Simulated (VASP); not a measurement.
# SnSe2 (P-3m1) in VASP: notebook

Runs on SnSe2. Level: PBE. Tasks: relaxation of the atoms.

Program: VASP 6.6.1. These are calculated values, not measurements. Logs are shortened: lines on timing, memory, paths and dates and some standing lists are left out, and cuts for length are marked.

**1. The cell of the first run**

Symmetry: P-3m1, No. 164, trigonal system. Conventional cell: a = 3.872 Å, b = 3.872 Å, c = 6.832 Å, α = 90.00°, β = 90.00°, γ = 120.00°. Sn (site symmetry -3m) has 6 Se at 2.73 Å within 3.6 Å. Se (site symmetry 3m) has 3 Sn at 2.73 Å within 3.6 Å.

**2. Relaxation of the atoms, PBE (strain along c alone, the other axes held: -2.0 %)**

INCAR

```
SYSTEM = SnSe2
  ALGO = Normal
  EDIFF = 1E-6
  EDIFFG = -0.008
  ENCUT = 520
  GGA = PE
  IBRION = 2
  ISIF = 2
  ISMEAR = 0
  LASPH = .True.
  LCHARG = .False.
  LREAL = .False.
  LWAVE = .False.
  NELM = 80
  NSW = 60
  PREC = Accurate
  SIGMA = 0.02
```

KPOINTS

```
k-points
0
Gamma
  12 12 4
  0 0 0
```

POSCAR

```
SnSe2
1.0
    3.8716723131      0.0000000000      0.0000000000
   -1.9358361566      3.3529665783      0.0000000000
    0.0000000000      0.0000000000      6.8316790055
Sn Se
1 2
Direct
    0.0000000000      0.0000000000      0.0000000000
    0.6666666667      0.3333333333      0.7712614522
    0.3333333333      0.6666666667      0.2287385478
```

Potentials or basis: VASP PAW PBE potentials, release 64 (Sn_d, Se).

Started as:

```bash
> cat potpaw_PBE.64/Sn_d/POTCAR potpaw_PBE.64/Se/POTCAR > POTCAR
> mpirun -np 1 vasp_std > vasp.out
```

OUTCAR:

```text
SYSTEM = SnSe2
   EDIFF = 1E-6
   EDIFFG = -0.008
   ENCUT = 520
   GGA = PE
   IBRION = 2
   ISIF = 2
   ISMEAR = 0
   LASPH = .True.
   LREAL = .False.
   NELM = 80
   NSW = 60
   PREC = Accurate

 ion  position               nearest neighbor table
   1  0.000  0.000  0.000-   2 2.73   3 2.73   2 2.73   3 2.73   2 2.73   3 2.73
   2  0.667  0.333  0.771-   1 2.73   1 2.73   1 2.73
   3  0.333  0.667  0.229-   1 2.73   1 2.73   1 2.73

  LATTYP: Found a hexagonal cell.
 ALAT       =     3.8716723131
 C/A-ratio  =     1.7645292403

  Lattice vectors:

 A1 = (   3.8716723131,   0.0000000000,   0.0000000000)
 A2 = (  -1.9358361566,   3.3529665783,   0.0000000000)
 A3 = (   0.0000000000,   0.0000000000,   6.8316790055)

Analysis of symmetry for initial positions (statically):
=====================================================================
 Subroutine PRICEL returns:
 Original cell was already a primitive cell.

 Routine SETGRP: Setting up the symmetry group for a
 hexagonal supercell.

 Subroutine GETGRP returns: Found 12 space group operations
 (whereof 12 operations were pure point group operations)
 out of a pool of 24 trial point group operations.

The static configuration has the point symmetry D_3d.

Analysis of symmetry for dynamics (positions and initial velocities):
=====================================================================
 Subroutine PRICEL returns:
 Original cell was already a primitive cell.

 Routine SETGRP: Setting up the symmetry group for a
 hexagonal supercell.

 Subroutine GETGRP returns: Found 12 space group operations
 (whereof 12 operations were pure point group operations)
 out of a pool of 24 trial point group operations.

The dynamic configuration has the point symmetry D_3d.

 Subroutine INISYM returns: Found 12 space group operations
 (whereof 12 operations are pure point group operations),
 and found     1 'primitive' translations

----------------------------------------------------------------------------------------

                                     Primitive cell

  volume of cell :      88.6860

  direct lattice vectors                    reciprocal lattice vectors
     3.871672313  0.000000000  0.000000000     0.258286322  0.149121677  0.000000000
    -1.935836157  3.352966578  0.000000000     0.000000000  0.298243355  0.000000000
     0.000000000  0.000000000  6.831679005     0.000000000  0.000000000  0.146376901

  length of vectors
     3.871672313  3.871672313  6.831679005     0.298243355  0.298243355  0.146376901

  position of ions in fractional coordinates (direct lattice)
     0.000000000  0.000000000  0.000000000
     0.666666667  0.333333333  0.771261452
     0.333333333  0.666666667  0.228738548

  ion indices of the primitive-cell ions
   primitive index   ion index
                 1           1
                 2           2
                 3           3

----------------------------------------------------------------------------------------

 KPOINTS: k-points

Automatic generation of k-mesh.
 Grid dimensions read from file:
 generate k-points for:   12   12    4

 Generating k-lattice:

  Cartesian coordinates                     Fractional coordinates (reciprocal lattice)
     0.021523860  0.012426806  0.000000000     0.083333333  0.000000000  0.000000000
     0.000000000  0.024853613  0.000000000     0.000000000  0.083333333  0.000000000
     0.000000000  0.000000000  0.036594225     0.000000000  0.000000000  0.250000000

  Length of vectors
     0.024853613  0.024853613  0.036594225

  Shift w.r.t. Gamma in fractional coordinates (k-lattice)
     0.000000000  0.000000000  0.000000000

 Subroutine IBZKPT returns following result:
 ===========================================

 Found     69 irreducible k-points:

 Following reciprocal coordinates:
            Coordinates               Weight
  0.000000  0.000000  0.000000      1.000000
  0.083333  0.000000  0.000000      6.000000
  0.166667 -0.000000  0.000000      6.000000
  0.250000 -0.000000  0.000000      6.000000
  0.333333  0.000000  0.000000      6.000000
  0.416667 -0.000000  0.000000      6.000000
[... 16 lines left out ...]
  0.166667 -0.000000  0.250000      6.000000
  0.000000  0.166667  0.250000      6.000000
 [... further k-points ...]
   k-points           NKPTS =     69   k-points in BZ     NKDIM =     69   number of bands    NBANDS=     17
   number of dos      NEDOS =    301   number of ions     NIONS =      3
   total plane-waves  NPLWV =  48600
   dimension x,y,z NGX =    30 NGY =   30 NGZ =   54
   dimension x,y,z NGXF=    60 NGYF=   60 NGZF=  108
   ions per type =               1   2
   NGX,Y,Z   is equivalent  to a cutoff of  12.88, 12.88, 13.14 a.u.
   NGXF,Y,Z  is equivalent  to a cutoff of  25.76, 25.76, 26.28 a.u.
 SYSTEM =  SnSe2
   PREC   = accura    normal or accurate (medium, high low for compatibility)
   ISTART =      0    job   : 0-new  1-cont  2-samecut
   ICHARG =      2    charge: 1-file 2-atom 10-const
   ISPIN  =      1    spin polarized calculation?
   LNONCOLLINEAR =      F non collinear calculations
   LSORBIT =      F    spin-orbit coupling
   LASPH  =      T    aspherical Exc in radial PAW
   ENCUT  =  520.0 eV  38.22 Ry    6.18 a.u.   7.20  7.20 12.70*2*pi/ulx,y,z
   NELM   =     80;   NELMIN=  2; NELMDL= -5     # of ELM steps
   EDIFF  = 0.1E-05   stopping-criterion for ELM
   LREAL  =      F    real-space projection
   EDIFFG = -.8E-02   stopping-criterion for IOM
   NSW    =     60    number of steps for IOM
   IBRION =      2    ionic relax: 0-MD 1-quasi-New 2-CG
   NFREE  =      1    steps in history (QN), initial steepest desc. (CG)
   ISIF   =      2    stress and relaxation
   ISYM   =      2    0-nonsym 1-usesym 2-fastsym
   POTIM  = 0.5000    time-step for ionic-motion
   TEBEG  =    0.0;   TEEND  =   0.0 temperature during run
   PSTRESS=    0.0 pullay stress
   NELECT =      26.0000    total number of electrons
   NUPDOWN=      -1.0000    fix difference up-down
   EMIN   =  10.00;   EMAX   =-10.00  energy-range for DOS
   EFERMI =   0.00;   METHOD = LEGACY
   ISMEAR =     0;   SIGMA  =   0.02  broadening in eV -4-tet -1-fermi 0-gaus
   EFERMI_NEDOS =   21; number of points for ismear=-14 and -15
   IALGO  =     38    algorithm
   IMIX   =      4    mixing-type and parameters
     AMIX     =   0.40;   BMIX     =  1.00
     AMIX_MAG =   1.60;   BMIX_MAG =  1.00
  volume/ion in A,a.u.               =      29.56       199.49
  Fermi-wavevector in a.u.,A,eV,Ry     =   1.087546  2.055163 16.092368  1.182756
  Thomas-Fermi vector in A             =   2.223707
   LORBIT       =      0    0 simple, 1 ext, 2 COOP (PROOUT), +10 PAW based schemes
   GGA     = PE    functional components
   LHFCALC =     F    Hartree Fock is set to
   AEXX    =    0.0000 exact exchange contribution
   IVDW    =     0    specifies the selected vdW correction
   LEPSILON=     F    determine dielectric tensor
   LRPA    =     F    only Hartree local field effects (RPA)
 conjugate gradient relaxation of ions
 non-spin polarized calculation
 Gauss-broadening in eV      SIGMA  =   0.02
  energy-cutoff  :      520.00
  volume of cell :       88.69
 maximum number of plane-waves:      2414
 NGX is ok and might be reduce to    30
   NGX = 15   NGY = 15   NGZ = 25

--------------------------------------- Ionic step        1  -------------------------------------------

 number of electron      26.0000002 magnetization

 Free energy of the ion-electron system (eV)
  ---------------------------------------------------
  ext. energy  EPLUGINS =         0.00000000
  ---------------------------------------------------
  free energy    TOTEN  =       -11.86390234 eV

  energy without entropy =      -11.86390234  energy(sigma->0) =      -11.86390234

------------------------ aborting loop because EDIFF is reached ----------------------------------------

  FORCE on cell =-STRESS in cart. coord.  units (eV):
  Direction    XX          YY          ZZ          XY          YZ          ZX
  --------------------------------------------------------------------------------------
  -------------------------------------------------------------------------------------
  Total        0.4297837      0.4297837      0.9835726     -0.0000000     -0.0000000     -0.0000000
  in kB        7.7643526      7.7643526     17.7689494     -0.0000000     -0.0000000     -0.0000000
  external PRESSURE =      11.0992182 kB  Pullay stress =       0.0000000 kB
[... 59 lines left out ...]
  energy  without entropy=      -11.8708058656  energy(sigma->0) =      -11.87080587

--------------------------------------- Ionic step        3  -------------------------------------------

 number of electron      26.0000002 magnetization

 Free energy of the ion-electron system (eV)
  ---------------------------------------------------
  ext. energy  EPLUGINS =         0.00000000
  ---------------------------------------------------
  free energy    TOTEN  =       -11.87385665 eV

  energy without entropy =      -11.87385665  energy(sigma->0) =      -11.87385665

 E-fermi :   2.8487     XC(G=0):  -8.7302

 val. band max:        2.7450480696   @ k =   0.1667  -0.0000   0.0000
 cond. band min:       3.4330866398   @ k =   0.5000  -0.0000   0.5000
 fundamental gap:      0.6880385702
 Fermi energy:         2.8487444979

 k-point     1 :       0.0000    0.0000    0.0000
  band No.  band energies     occupation
      1     -18.3754      2.00000
      2     -18.3754      2.00000
      3     -18.3431      2.00000
      4     -18.3338      2.00000
      5     -18.3338      2.00000
      6     -10.6222      2.00000
[... 9 lines left out ...]
     16       7.3356      0.00000
     17       7.3356      0.00000
[... 443 lines left out ...]
      1     -18.3845      2.00000
      2     -18.3673      2.00000
      3     -18.3405      2.00000
      4     -18.3357      2.00000
      5     -18.3330      2.00000
      6     -10.3456      2.00000
[... 9 lines left out ...]
     16       7.7381      0.00000
     17       7.8734      0.00000

 [... further k-points ...]

------------------------ aborting loop because EDIFF is reached ----------------------------------------

  FORCE on cell =-STRESS in cart. coord.  units (eV):
  Direction    XX          YY          ZZ          XY          YZ          ZX
  --------------------------------------------------------------------------------------
  -------------------------------------------------------------------------------------
  Total        0.0505523      0.0505523      0.0641293     -0.0000000      0.0000000      0.0000000
  in kB        0.9132645      0.9132645      1.1585428     -0.0000000      0.0000000      0.0000000
  external PRESSURE =       0.9950239 kB  Pullay stress =       0.0000000 kB
[... 18 lines left out ...]
  FREE ENERGIE OF THE ION-ELECTRON SYSTEM (eV)
  ---------------------------------------------------
  free  energy   TOTEN  =       -11.8738566518 eV

  energy  without entropy=      -11.8738566518  energy(sigma->0) =      -11.87385665

 reached required accuracy - stopping structural energy minimisation
```

It took 3.2 min on 1 thread of Oxide Virtual Turin-like, shared host; peak memory 0.25 GiB.

What came out:

```
Free energy                  : -11.8739 eV
Energy gained by relaxing    : 3.3 meV/atom
Ionic steps                  : 3
Pressure after relaxing      : 0.1 GPa
Largest force after relaxing : 0.004 eV/Å
Band gap on the k mesh       : 0.69 eV (least direct gap 1.09 eV)
```

Forces in eV/Å, atoms in the order of the input:
```
Sn   0.000  0.000  0.000
Se   0.000  0.000 -0.004
Se   0.000  0.000  0.004
```

Step by step:
```csv
step,energy change (eV),largest force (eV/Å),pressure (GPa)
1,0.0000,0.3041,1.11
2,-0.0069,0.1673,0.65
3,-0.0100,0.0036,0.10
```

Final structure:
```
Sn Se
1.0
     3.87167    0.00000    0.00000
    -1.93584    3.35297    0.00000
     0.00000    0.00000    6.83168
Sn Se
1 2
Direct
  0.00000 0.00000 0.00000
  0.66667 0.33333 0.76649
  0.33333 0.66667 0.23351
```

Caveat: the cell differs from its parent crystal (strain along c alone, the other axes held: -2.0 %); spin-orbit coupling is left out, which moves the levels of the heavy elements; this functional lacks dispersion, which binds the layers, so the pressure and a relaxed spacing across them are unreliable. A k mesh can miss the band edges.

**3. Relaxation of the atoms, PBE (strain along c alone, the other axes held: -6.0 %)**

INCAR

```
PREC     = Accurate       # precision mode
ENCUT    = 520            # plane-wave cutoff, eV
EDIFF    = 1E-6           # SCF threshold, eV
ISMEAR   = 0              # smearing method
SIGMA    = 0.02           # smearing width, eV
LREAL    = F              # projectors in reciprocal space
LASPH    = T              # aspherical terms in the spheres
NELM     = 100            # most SCF steps
ALGO     = Normal         # electronic algorithm
ISIF     = 2              # what is computed and relaxed
LWAVE    = F              # write WAVECAR
LCHARG   = F              # write CHGCAR
GGA      = PE             # functional
IBRION   = 2              # ionic algorithm
NSW      = 60             # ionic steps
EDIFFG   = -0.008         # ionic threshold
```

KPOINTS

```
Automatic mesh
0
Gamma
  12 12 4
```

POSCAR

```
SnSe2
1.0
    3.8716723131      0.0000000000      0.0000000000
   -1.9358361566      3.3529665783      0.0000000000
    0.0000000000      0.0000000000      6.5528349644
Sn Se
1 2
Direct
    0.0000000000      0.0000000000      0.0000000000
    0.6666666667      0.3333333333      0.7618647695
    0.3333333333      0.6666666667      0.2381352305
```

Potentials or basis: VASP PAW PBE potentials, release 64 (Sn_d, Se).

Started as:

```bash
> cat potpaw_PBE.64/Sn_d/POTCAR potpaw_PBE.64/Se/POTCAR > POTCAR
> mpirun -np 1 vasp_std > vasp.out
```

OUTCAR:

```text
PREC = Accurate
   ENCUT = 520
   EDIFF = 1E-6
   ISMEAR = 0
   LREAL = F
   LASPH = T
   NELM = 100
   ISIF = 2
   GGA = PE
   IBRION = 2
   NSW = 60
   EDIFFG = -0.008

 ion  position               nearest neighbor table
   1  0.000  0.000  0.000-   2 2.73   3 2.73   2 2.73   3 2.73   2 2.73   3 2.73
   2  0.667  0.333  0.762-   1 2.73   1 2.73   1 2.73
   3  0.333  0.667  0.238-   1 2.73   1 2.73   1 2.73

  LATTYP: Found a hexagonal cell.
 ALAT       =     3.8716723131
 C/A-ratio  =     1.6925076387

  Lattice vectors:

 A1 = (   3.8716723131,   0.0000000000,   0.0000000000)
 A2 = (  -1.9358361566,   3.3529665783,   0.0000000000)
 A3 = (   0.0000000000,   0.0000000000,   6.5528349644)

Analysis of symmetry for initial positions (statically):
=====================================================================
[... 259 lines left out ...]

 E-fermi :   3.2603     XC(G=0):  -8.9807

 val. band max:        3.1330774748   @ k =   0.1667  -0.0000   0.0000
 cond. band min:       3.8244037765   @ k =   0.5000  -0.0000   0.5000
 fundamental gap:      0.6913263018
 Fermi energy:         3.2603062399

 k-point     1 :       0.0000    0.0000    0.0000
  band No.  band energies     occupation
      1     -17.9962      2.00000
      2     -17.9962      2.00000
      3     -17.9643      2.00000
      4     -17.9548      2.00000
      5     -17.9548      2.00000
      6     -10.2772      2.00000
[... 457 lines left out ...]
      4     -17.9568      2.00000
      5     -17.9539      2.00000
      6      -9.9805      2.00000
[... 9 lines left out ...]
     16       8.1527      0.00000
     17       8.2787      0.00000

 [... further k-points ...]

------------------------ aborting loop because EDIFF is reached ----------------------------------------

  FORCE on cell =-STRESS in cart. coord.  units (eV):
  Direction    XX          YY          ZZ          XY          YZ          ZX
  --------------------------------------------------------------------------------------
  -------------------------------------------------------------------------------------
  Total        0.1306416      0.1306416      0.1905189     -0.0000000     -0.0000000     -0.0000000
  in kB        2.4605658      2.4605658      3.5883242     -0.0000000     -0.0000000     -0.0000000
  external PRESSURE =       2.8364853 kB  Pullay stress =       0.0000000 kB
[... 18 lines left out ...]
  FREE ENERGIE OF THE ION-ELECTRON SYSTEM (eV)
  ---------------------------------------------------
  free  energy   TOTEN  =       -11.8687211044 eV

  energy  without entropy=      -11.8687211044  energy(sigma->0) =      -11.86872110

 reached required accuracy - stopping structural energy minimisation
```

OSZICAR:

```text
N       E                     dE             d eps       ncg     rms          rms(c)
DAV:   1     0.195637246976E+03    0.19564E+03   -0.12338E+04  2363   0.168E+03
DAV:   2     0.936547006480E+01   -0.18627E+03   -0.18313E+03  2545   0.381E+02
DAV:   3    -0.114623763969E+02   -0.20828E+02   -0.20091E+02  2992   0.120E+02
[... 20 lines left out ...]
DAV:   2    -0.118688135675E+02   -0.26842E-02   -0.32005E-02  3073   0.889E-01    0.823E-02
DAV:   3    -0.118687459863E+02    0.67581E-04   -0.35760E-04  2663   0.130E-01    0.594E-02
DAV:   4    -0.118687257261E+02    0.20260E-04   -0.84308E-05  3085   0.540E-02    0.262E-02
DAV:   5    -0.118687213629E+02    0.43631E-05   -0.15499E-05  2770   0.254E-02    0.707E-03
DAV:   6    -0.118687211044E+02    0.25851E-06   -0.92712E-07  1611   0.914E-03
   3 F= -.11868721E+02 E0= -.11868721E+02  d E =-.105141E-01
```

Run time: 4.5 min. Hardware: 1 thread of Oxide Virtual Turin-like, shared host; peak memory 0.24 GiB.

What came out:

```yaml
Free_energy: -11.8687 eV
Energy_gained_by_relaxing: 3.5 meV/atom
Ionic_steps: 3
Pressure_after_relaxing: 0.3 GPa
Largest_force_after_relaxing: 0.005 eV/Å
Band_gap_on_the_k_mesh: 0.69 eV (least direct gap 1.12 eV)
```

Forces on the atoms (eV/Å):
```
Sn   0.000  0.000  0.000
Se   0.000  0.000  0.005
Se   0.000  0.000 -0.005
```

Step by step:
```csv
step,energy change (eV),largest force (eV/Å),pressure (GPa)
1,0.0000,0.3131,1.38
2,-0.0073,0.1719,0.89
3,-0.0105,0.0054,0.28
```

Final structure:
```yaml
crystal:
  lattice:
    - [3.87167, 0.00000, 0.00000]
    - [-1.93584, 3.35297, 0.00000]
    - [0.00000, 0.00000, 6.55283]
  atoms:
    - { symbol: Sn, position: [0.00000, 0.00000, 0.00000] }
    - { symbol: Se, position: [0.66667, 0.33333, 0.75660] }
    - { symbol: Se, position: [0.33333, 0.66667, 0.24340] }
```

Levels at points of the mesh, in eV from the valence-band top:
```csv
k point,band 9,band 10,band 11,band 12,band 13,band 14,band 15,band 16,band 17
"(0.00, 0.00, 0.00)",-0.48,-0.48,-0.26,-0.17,-0.17,0.97,3.09,4.60,4.60
"(0.50, 0.00, 0.00)",-4.12,-2.55,-2.24,-0.96,-0.24,1.04,3.81,5.41,5.58
"(0.00, 0.00, 0.50)",-1.75,-0.53,-0.53,-0.08,-0.08,2.18,2.98,4.45,4.45
"(0.50, 0.00, 0.50)",-4.40,-2.14,-1.94,-0.67,-0.48,0.69,4.21,4.80,5.82
```

Caveat: the cell differs from its parent crystal (strain along c alone, the other axes held: -6.0 %); spin-orbit coupling is left out, which moves the levels of the heavy elements; this functional lacks dispersion, which binds the layers, so the pressure and a relaxed spacing across them are unreliable. A k mesh can miss the band edges.
